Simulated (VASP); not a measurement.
Runs of VASP 6.6.1 on MgH2. The structure is that of space group I4_1/amd (No. 141), or close to it. The cells are those of the table. 

```tsv
task	level	cell	k mesh	cutoff (eV)	smearing	gap on the mesh (eV)	pressure (GPa)	relaxed volume (Å³/atom)
relaxation of shape and atoms at fixed volume	PBE	relaxed from a = 5.190 Å, angles 138.6, 138.6, 59.9°, 6 atoms	8 × 8 × 8	600	gaussian 0.02 eV	3.67	6.6	-
relaxation of cell and atoms	PBE	relaxed from a = 5.561 Å, angles 142.9, 142.9, 53.5°, 6 atoms	6 × 6 × 6	600	gaussian 0.1 eV	3.53	-0.2	(c)
relaxation of cell and atoms	PBE	relaxed from a = 5.444 Å, angles 139.1, 139.1, 59.3°, 6 atoms	8 × 8 × 8	600	gaussian 0.02 eV	3.52	0.0	11.40
single point	r2SCAN	a = 5.445 Å, angles 139.1, 139.1, 59.3°, 6 atoms	8 × 8 × 8	520	gaussian 0.02 eV	(a)	(b)	-
relaxation of cell and atoms	PBE	relaxed from a = 5.445 Å, angles 139.1, 139.1, 59.3°, 6 atoms	8 × 8 × 8	600	gaussian 0.01 eV	3.52	0.0	11.39
relaxation of shape and atoms at fixed volume	PBE	relaxed from a = 5.325 Å, angles 138.9, 138.9, 59.5°, 6 atoms	8 × 8 × 8	600	gaussian 0.02 eV	3.61	2.8	-
relaxation of shape and atoms at fixed volume	PBE	relaxed from a = 5.390 Å, angles 139.1, 139.1, 59.3°, 6 atoms	8 × 8 × 8	600	gaussian 0.02 eV	3.58	1.2	-
relaxation of shape and atoms at fixed volume	PBE	relaxed from a = 5.259 Å, angles 138.8, 138.8, 59.7°, 6 atoms	8 × 8 × 8	600	gaussian 0.02 eV	3.65	4.6	-
```

Alike in all rows: potentials or basis VASP PAW PBE potentials, release 64 (Mg, H); no spin polarisation.

Q: Fill in the values left out.

A: (a) 4.08; (b) -1.4; (c) 11.43.

Caveats: the PAW data sets were made with another functional, which shifts forces and pressure a little (some runs).

A k mesh can miss the band edges.
